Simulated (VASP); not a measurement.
Wanted: the native input for a VASP 6.6.1 run.

| Quantity | Value |
| --- | --- |
| Task | single point |
| Functional | PBE |
| Potentials or basis | VASP PAW PBE potentials, release 64 (W_sv) |
| Cutoff | 520 eV |
| k mesh | 19 × 19 × 19 |
| Occupations | fermi-dirac, width 0.05 eV |
| Spin | no spin polarisation |
| Dipole correction | no |
| Further INCAR settings | ALGO = Normal; EDIFF = 1e-06; NBANDS = 21 |

The structure of W lies in POSCAR:

```
W
1.0
   -2.1075269723      2.1075269723      1.1097553862
    2.1075269723     -2.1075269723      1.1097553862
    2.1075269723      2.1075269723     -1.1097553862
W
2
Direct
   -0.3750000000     -0.1250000000     -0.2500000000
    0.3750000000      0.1250000000      0.2500000000
```

These files were run (other wordings do the same):

INCAR

```
  PREC = Accurate
  ENCUT = 520
  EDIFF = 1E-6
  ISMEAR = -1
  SIGMA = 0.05
  LREAL = False
  LASPH = True
  NELM = 100
  ALGO = Normal
  ISIF = 2
  LWAVE = False
  LCHARG = True
  GGA = PE
  LELF = True
  LVHAR = True
  NBANDS = 21
```

KPOINTS

```
Automatic mesh
0
Gamma
  19 19 19
```

Potentials or basis: VASP PAW PBE potentials, release 64 (W_sv).

Launch:

```sh
$ cat potpaw_PBE.64/W_sv/POTCAR > POTCAR
$ mpirun -np 1 vasp_std > vasp.out
```

It gave:

The pressure is 453.5 GPa and the band gap on the k mesh is zero (bands 14 and 15 overlap by 6.46 eV).

Caveat: the cell stands under pressure; spin-orbit coupling is left out, which moves the levels of the heavy elements.

It took 2.7 min on 1 thread of Intel Xeon 8259CL, on a shared host, peak memory 0.29 GiB.
